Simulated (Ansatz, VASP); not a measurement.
## Al32H: VASP beside Ansatz

```
CELL_PARAMETERS angstrom
8.10000 0.00000 0.00000
0.00000 8.10000 0.00000
0.00000 0.00000 8.10000
ATOMIC_POSITIONS crystal
Al 0.49888 0.00065 0.00047
Al 0.75073 0.24980 0.00053
Al 0.75069 0.00070 0.24962
Al 0.99077 0.99112 0.99098
Al 0.25893 0.25928 0.99095
Al 0.50197 0.50238 0.99952
Al 0.74766 0.74807 0.99953
Al 0.25882 0.99121 0.25903
Al 0.49881 0.24984 0.24966
Al 0.74760 0.50243 0.25061
Al 0.50193 0.99969 0.50218
Al 0.74760 0.25077 0.50228
Al 0.74766 0.99968 0.74792
Al 0.00025 0.49931 0.00053
Al 0.24939 0.75117 0.00047
Al 0.99058 0.25945 0.25931
Al 0.24933 0.49935 0.24962
Al 0.50194 0.74809 0.25058
Al 0.00022 0.00069 0.49916
Al 0.24935 0.24982 0.49915
Al 0.49938 0.49986 0.49967
Al 0.75018 0.75066 0.49967
Al 0.24937 0.00066 0.75096
Al 0.50199 0.25075 0.74789
Al 0.75020 0.49984 0.75048
Al 0.00019 0.75123 0.24966
Al 0.99926 0.50244 0.50227
Al 0.25034 0.74811 0.50218
Al 0.00022 0.24982 0.75106
Al 0.25036 0.50238 0.74791
Al 0.49939 0.75065 0.75046
Al 0.99928 0.74806 0.74790
H 0.12454 0.12553 0.12519
```

Alike in both runs: functional PBE; k mesh 3 × 3 × 3; occupations gaussian, width 0.05 eV; no spin polarisation.

Ansatz relaxed the structure, and its values are those at the end. VASP's run is a single point on that final structure, the one shown.

|  | VASP | Ansatz |
| --- | --- | --- |
| version | VASP 6.6.1 | Ansatz 0.2.0 |
| potentials or method | VASP PAW PBE potentials, release 64 (Al, H), cutoff 520 eV | scalar-relativistic, plane waves, PAW |
| valence electrons in the cell | 97 | 97 |

Ansatz gave:

```
rms of the force components (eV/Å) : 0.001
```

Q: Which values does VASP return?

A: rms of the force components (eV/Å): 0.004.
